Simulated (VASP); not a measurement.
# ZrH5 (R-3m) in VASP: single point with PBE

Aim: the single point of ZrH5 with PBE.

Program: VASP 6.6.1. These are calculated values, not measurements. Logs are shortened: lines on timing, memory, paths and dates and some standing lists are left out, and cuts for length are marked.

### 1 The cell of the first run

The structure is trigonal, space group R-3m (No. 166). Conventional cell: a = 5.134 Å, b = 5.134 Å, c = 7.406 Å, α = 90.00°, β = 90.00°, γ = 120.00°. Zr (site symmetry -3m) has 8 H at 1.93 to 1.99 Å within 2.6 Å. H (site symmetry 2/m) has 2 H at 1.67 Å and 2 Zr at 1.93 Å within 2.2 Å. H (site symmetry 3m) has 3 H at 1.67 Å and 1 Zr at 1.99 Å within 2.2 Å.

### 2 Single point, PBE

Contents of INCAR:

```
PREC = Accurate
ENCUT = 500
EDIFF = 1E-6
ISMEAR = 0
SIGMA = 0.2
LREAL = False
LASPH = True
NELM = 120
ALGO = Normal
ISIF = 2
LWAVE = False
LCHARG = False
GGA = PE
NBANDS = 18
GGA_COMPAT = False
```

Contents of KPOINTS:

```
regular mesh
0
Gamma
  4 4 4
```

Contents of POSCAR:

```
ZrH5
1.0
    2.5667619516      1.4819207037      2.4685779467
   -2.5667619516      1.4819207037      2.4685779467
    0.0000000000     -2.9638414074      2.4685779467
Zr H
1 5
Direct
    0.5000000000      0.5000000000      0.5000000000
    0.5000000000      0.5000000000      0.0000000000
    0.0000000000      0.5000000000      0.5000000000
    0.5000000000      0.0000000000      0.5000000000
    0.2307837176      0.2307837176      0.2307837176
    0.7692162824      0.7692162824      0.7692162824
```

Potentials or basis: VASP PAW PBE potentials, release 64 (Zr_sv, H).

The run is started by

```sh
cat potpaw_PBE.64/Zr_sv/POTCAR potpaw_PBE.64/H/POTCAR > POTCAR
mpirun -np 1 vasp_std > vasp.out
```

OUTCAR:

```text
PREC = Accurate
   ENCUT = 500
   EDIFF = 1E-6
   ISMEAR = 0
   LREAL = False
   LASPH = True
   NELM = 120
   ISIF = 2
   GGA = PE

 ion  position               nearest neighbor table
   1  0.500  0.500  0.500-   2 1.93   2 1.93   4 1.93   3 1.93   4 1.93   3 1.93   6 1.99   5 1.99

   2  0.500  0.500  0.000-   1 1.93   1 1.93
   3  0.000  0.500  0.500-   1 1.93   1 1.93
   4  0.500  0.000  0.500-   1 1.93   1 1.93
   5  0.231  0.231  0.231-   1 1.99
   6  0.769  0.769  0.769-   1 1.99

  LATTYP: Found a trigonal (rhomboedric) cell.
 ALAT       =     3.8572312566
 COS(alpha) =     0.1143750833

  Lattice vectors:

 A1 = (   2.5667619516,   1.4819207037,   2.4685779467)
 A2 = (  -2.5667619516,   1.4819207037,   2.4685779467)
 A3 = (   0.0000000000,  -2.9638414074,   2.4685779467)

Analysis of symmetry for initial positions (statically):
=====================================================================
 Subroutine PRICEL returns:
 Original cell was already a primitive cell.

 Routine SETGRP: Setting up the symmetry group for a
 trigonal (rhombohedral) supercell.

 Subroutine GETGRP returns: Found 12 space group operations
 (whereof 12 operations were pure point group operations)
 out of a pool of 12 trial point group operations.

The static configuration has the point symmetry D_3d.

Analysis of symmetry for dynamics (positions and initial velocities):
=====================================================================
 Subroutine PRICEL returns:
 Original cell was already a primitive cell.

 Routine SETGRP: Setting up the symmetry group for a
 trigonal (rhombohedral) supercell.

 Subroutine GETGRP returns: Found 12 space group operations
 (whereof 12 operations were pure point group operations)
 out of a pool of 12 trial point group operations.

The dynamic configuration has the point symmetry D_3d.

 Subroutine INISYM returns: Found 12 space group operations
 (whereof 12 operations are pure point group operations),
 and found     1 'primitive' translations

----------------------------------------------------------------------------------------

                                     Primitive cell

  volume of cell :      56.3389

  direct lattice vectors                    reciprocal lattice vectors
     2.566761952  1.481920704  2.468577947     0.194797963  0.112466656  0.135030508
    -2.566761952  1.481920704  2.468577947    -0.194797963  0.112466656  0.135030508
     0.000000000 -2.963841407  2.468577947     0.000000000 -0.224933313  0.135030508

  length of vectors
     3.857231257  3.857231257  3.857231257     0.262351355  0.262351355  0.262351355

  position of ions in fractional coordinates (direct lattice)
     0.500000000  0.500000000  0.500000000
     0.500000000  0.500000000  0.000000000
     0.000000000  0.500000000  0.500000000
     0.500000000  0.000000000  0.500000000
     0.230783718  0.230783718  0.230783718
     0.769216282  0.769216282  0.769216282

  ion indices of the primitive-cell ions
   primitive index   ion index
                 1           1
                 2           2
                 3           3
                 4           4
                 5           5
                 6           6

----------------------------------------------------------------------------------------

 KPOINTS: regular mesh

Automatic generation of k-mesh.
 Grid dimensions read from file:
 generate k-points for:    4    4    4

 Generating k-lattice:

  Cartesian coordinates                     Fractional coordinates (reciprocal lattice)
     0.048699491  0.028116664  0.033757627     0.250000000  0.000000000  0.000000000
    -0.048699491  0.028116664  0.033757627     0.000000000  0.250000000  0.000000000
     0.000000000 -0.056233328  0.033757627     0.000000000  0.000000000  0.250000000

  Length of vectors
     0.065587839  0.065587839  0.065587839

  Shift w.r.t. Gamma in fractional coordinates (k-lattice)
     0.000000000  0.000000000  0.000000000

 Subroutine IBZKPT returns following result:
 ===========================================

 Found     13 irreducible k-points:

 Following reciprocal coordinates:
            Coordinates               Weight
  0.000000  0.000000  0.000000      1.000000
  0.250000  0.000000  0.000000      6.000000
  0.500000  0.000000  0.000000      3.000000
  0.250000  0.250000  0.000000      6.000000
  0.500000  0.250000  0.000000     12.000000
 -0.250000  0.250000  0.000000      6.000000
  0.500000  0.500000  0.000000      3.000000
  0.250000  0.250000  0.250000      2.000000
  0.500000  0.250000  0.250000      6.000000
 -0.250000  0.250000  0.250000      6.000000
  0.500000  0.500000  0.250000      6.000000
 -0.250000  0.500000  0.250000      6.000000
  0.500000  0.500000  0.500000      1.000000
   k-points           NKPTS =     13   k-points in BZ     NKDIM =     13   number of bands    NBANDS=     18
   number of dos      NEDOS =    301   number of ions     NIONS =      6
   total plane-waves  NPLWV =  21952
   dimension x,y,z NGX =    28 NGY =   28 NGZ =   28
   dimension x,y,z NGXF=    56 NGYF=   56 NGZF=   56
   ions per type =               1   5
   NGX,Y,Z   is equivalent  to a cutoff of  12.07, 12.07, 12.07 a.u.
   NGXF,Y,Z  is equivalent  to a cutoff of  24.14, 24.14, 24.14 a.u.
 SYSTEM =  unknown system
   PREC   = accura    normal or accurate (medium, high low for compatibility)
   ISTART =      0    job   : 0-new  1-cont  2-samecut
   ICHARG =      2    charge: 1-file 2-atom 10-const
   ISPIN  =      1    spin polarized calculation?
   LNONCOLLINEAR =      F non collinear calculations
   LSORBIT =      F    spin-orbit coupling
   LASPH  =      T    aspherical Exc in radial PAW
   ENCUT  =  500.0 eV  36.75 Ry    6.06 a.u.   7.03  7.03  7.03*2*pi/ulx,y,z
   NELM   =    120;   NELMIN=  2; NELMDL= -5     # of ELM steps
   EDIFF  = 0.1E-05   stopping-criterion for ELM
   LREAL  =      F    real-space projection
   EDIFFG = 0.1E-04   stopping-criterion for IOM
   NSW    =      0    number of steps for IOM
   IBRION =     -1    ionic relax: 0-MD 1-quasi-New 2-CG
   NFREE  =      0    steps in history (QN), initial steepest desc. (CG)
   ISIF   =      2    stress and relaxation
   ISYM   =      2    0-nonsym 1-usesym 2-fastsym
   POTIM  = 0.5000    time-step for ionic-motion
   TEBEG  =    0.0;   TEEND  =   0.0 temperature during run
   PSTRESS=    0.0 pullay stress
   NELECT =      17.0000    total number of electrons
   NUPDOWN=      -1.0000    fix difference up-down
   EMIN   =  10.00;   EMAX   =-10.00  energy-range for DOS
   EFERMI =   0.00;   METHOD = LEGACY
   ISMEAR =     0;   SIGMA  =   0.20  broadening in eV -4-tet -1-fermi 0-gaus
   EFERMI_NEDOS =   21; number of points for ismear=-14 and -15
   IALGO  =     38    algorithm
   IMIX   =      4    mixing-type and parameters
     AMIX     =   0.40;   BMIX     =  1.00
     AMIX_MAG =   1.60;   BMIX_MAG =  1.00
  volume/ion in A,a.u.               =       9.39        63.37
  Fermi-wavevector in a.u.,A,eV,Ry     =   1.098049  2.075011 16.404692  1.205711
  Thomas-Fermi vector in A             =   2.234419
   LORBIT       =      0    0 simple, 1 ext, 2 COOP (PROOUT), +10 PAW based schemes
   GGA     = PE    functional components
   LHFCALC =     F    Hartree Fock is set to
   AEXX    =    0.0000 exact exchange contribution
   IVDW    =     0    specifies the selected vdW correction
   LEPSILON=     F    determine dielectric tensor
   LRPA    =     F    only Hartree local field effects (RPA)
 non-spin polarized calculation
 Gauss-broadening in eV      SIGMA  =   0.20
  energy-cutoff  :      500.00
  volume of cell :       56.34
 maximum number of plane-waves:      1456
   NGX = 15   NGY = 15   NGZ = 15

 number of electron      16.9999995 magnetization

 Free energy of the ion-electron system (eV)
  ---------------------------------------------------
  ext. energy  EPLUGINS =         0.00000000
  ---------------------------------------------------
  free energy    TOTEN  =       -23.08189328 eV

  energy without entropy =      -23.06019669  energy(sigma->0) =      -23.07104499

 E-fermi :   3.0555     XC(G=0):  -8.8577

 val. band max:        2.9944428919   @ k =   0.5000   0.2500   0.2500
 cond. band min:       3.1377045556   @ k =   0.5000   0.2500   0.2500
 fundamental gap:      0.1432616636
 Fermi energy:         3.0555012330

 k-point     1 :       0.0000    0.0000    0.0000
  band No.  band energies     occupation
      1     -46.4645      2.00000
      2     -24.5659      2.00000
      3     -24.5659      2.00000
      4     -24.3165      2.00000
      5      -5.8770      2.00000
      6      -2.4552      2.00000
[... 10 lines left out ...]
     17      13.5897      0.00000
     18      14.1232      0.00000

 k-point     2 :       0.2500    0.0000    0.0000
  band No.  band energies     occupation
      1     -46.4612      2.00000
      2     -24.6152      2.00000
      3     -24.5627      2.00000
      4     -24.3405      2.00000
      5      -5.3318      2.00000
      6      -2.3856      2.00000
[... 10 lines left out ...]
     17      13.2817      0.00000
     18      13.9465      0.00000

 k-point     3 :       0.5000    0.0000    0.0000
  band No.  band energies     occupation
      1     -46.4579      2.00000
      2     -24.6730      2.00000
      3     -24.5595      2.00000
      4     -24.3543      2.00000
      5      -4.6699      2.00000
      6      -2.4753      2.00000
[... 10 lines left out ...]
     17      13.2284      0.00000
     18      14.6038      0.00000

 k-point     4 :       0.2500    0.2500    0.0000
  band No.  band energies     occupation
      1     -46.4579      2.00000
      2     -24.6263      2.00000
      3     -24.5907      2.00000
      4     -24.3692      2.00000
      5      -4.8129      2.00000
      6      -2.5006      2.00000
[... 144 lines left out ...]
      4     -24.4558      2.00000
      5      -2.8033      2.00000
      6      -2.2676      2.00000
[... 10 lines left out ...]
     17      12.1483      0.00000
     18      13.0554      0.00000

 k-point    12 :      -0.2500    0.5000    0.2500
  band No.  band energies     occupation
      1     -46.4513      2.00000
      2     -24.6710      2.00000
      3     -24.6216      2.00000
      4     -24.4282      2.00000
      5      -3.3401      2.00000
      6      -2.6372      2.00000
[... 10 lines left out ...]
     17      11.8332      0.00000
     18      12.8250      0.00000

 k-point    13 :       0.5000    0.5000    0.5000
  band No.  band energies     occupation
      1     -46.4449      2.00000
      2     -24.6774      2.00000
      3     -24.6774      2.00000
      4     -24.4932      2.00000
      5      -2.2363      2.00000
      6      -1.9227      2.00000
[... 10 lines left out ...]
     17      12.1864      0.00000
     18      12.8950      0.00000

------------------------ aborting loop because EDIFF is reached ----------------------------------------

  FORCE on cell =-STRESS in cart. coord.  units (eV):
  Direction    XX          YY          ZZ          XY          YZ          ZX
  --------------------------------------------------------------------------------------
  -------------------------------------------------------------------------------------
  Total       -0.0025947     -0.0025947     -0.0299387      0.0000000      0.0000000      0.0000000
  in kB       -0.0737886     -0.0737886     -0.8514012      0.0000000      0.0000000      0.0000000
  external PRESSURE =      -0.3329928 kB  Pullay stress =       0.0000000 kB

 VOLUME and BASIS-vectors are now :
 -----------------------------------------------------------------------------
  energy-cutoff  :      500.00
  volume of cell :       56.34
      direct lattice vectors                 reciprocal lattice vectors
     2.566761952  1.481920704  2.468577947     0.194797963  0.112466656  0.135030508
    -2.566761952  1.481920704  2.468577947    -0.194797963  0.112466656  0.135030508
     0.000000000 -2.963841407  2.468577947     0.000000000 -0.224933313  0.135030508

 POSITION                                       TOTAL-FORCE (eV/Angst)
 -----------------------------------------------------------------------------------
      0.00000      0.00000      3.70287        -0.000000     -0.000000     -0.000000
      0.00000      1.48192      2.46858        -0.000000     -0.000000     -0.000000
     -1.28338     -0.74096      2.46858         0.000000     -0.000000     -0.000000
      1.28338     -0.74096      2.46858        -0.000000     -0.000000     -0.000000
      0.00000      0.00000      1.70912        -0.000000     -0.000000     -0.028351
      0.00000      0.00000      5.69661        -0.000000      0.000000      0.028351
 -----------------------------------------------------------------------------------
    total drift:                               -0.000000     -0.000000      0.000000

  FREE ENERGIE OF THE ION-ELECTRON SYSTEM (eV)
  ---------------------------------------------------
  free  energy   TOTEN  =       -23.0818932814 eV

  energy  without entropy=      -23.0601966888  energy(sigma->0) =      -23.07104499
```

Run time: 13 s. Hardware: 1 thread of AMD EPYC 7R43 (Zen 3), shared host; peak memory 0.12 GiB.

What came out:

| Property | Result |
| --- | --- |
| Free energy | -23.0819 eV |
| Pressure | 0.0 GPa |
| Largest force | 0.028 eV/Å |

Forces on the atoms (eV/Å):
```
Zr   0.000  0.000  0.000
H    0.000  0.000  0.000
H    0.000  0.000  0.000
H    0.000  0.000  0.000
H    0.000  0.000 -0.028
H    0.000  0.000  0.028
```

Caveat: the k points lie up to 0.41 Å⁻¹ apart.
